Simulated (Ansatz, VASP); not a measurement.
**One calculation of Ir3C, two programs**

```
Ir C
1.0
     2.69465    0.00000    0.00000
    -1.34733    2.33364    0.00000
     0.00000    0.00000   21.27695
Ir C
3 1
Cartesian
  1.3473 0.7779 4.0000
  0.0000 1.5558 6.1385
  0.0000 0.0000 8.2770
  2.6947 -1.5558 10.1870
```

Alike in both runs: task single point; functional LDA; k mesh 12 × 12 × 1; occupations gaussian, width 0.1 eV; collinear spin.

|  | VASP | Ansatz |
| --- | --- | --- |
| version | VASP 6.6.1 | Ansatz 0.2.0 |
| potentials or method | VASP PAW LDA potentials, release 64 (Ir, C), cutoff 520 eV | scalar-relativistic, plane waves, PAW |
| valence electrons in the cell | 31 | 55 |

Ansatz gave:

* gap on the k mesh at the Fermi level (eV): none
* rms of the force components (eV/Å): 1.483
* net moment per atom (μB): 0.00

Task: What did VASP give for the same quantities?

Result: gap on the k mesh at the Fermi level (eV): none; rms of the force components (eV/Å): 1.500; net moment per atom (μB): 0.00.

Ansatz warns that its potentials were made for another functional, while VASP's fit it. LDA's correlation is that of Perdew and Zunger in VASP and of Perdew and Wang (1992) in Ansatz. Atom by atom the forces differ by 0.047 eV/Å (rms over components). A gap of «none» marks a metal or a gap that the smearing closes. VASP's potentials hold 31 valence electrons a cell and Ansatz's 55, so a difference there can come from the potentials and not from the codes. Ansatz's warnings: seeded moment not kept.

Spin-orbit coupling is off throughout.
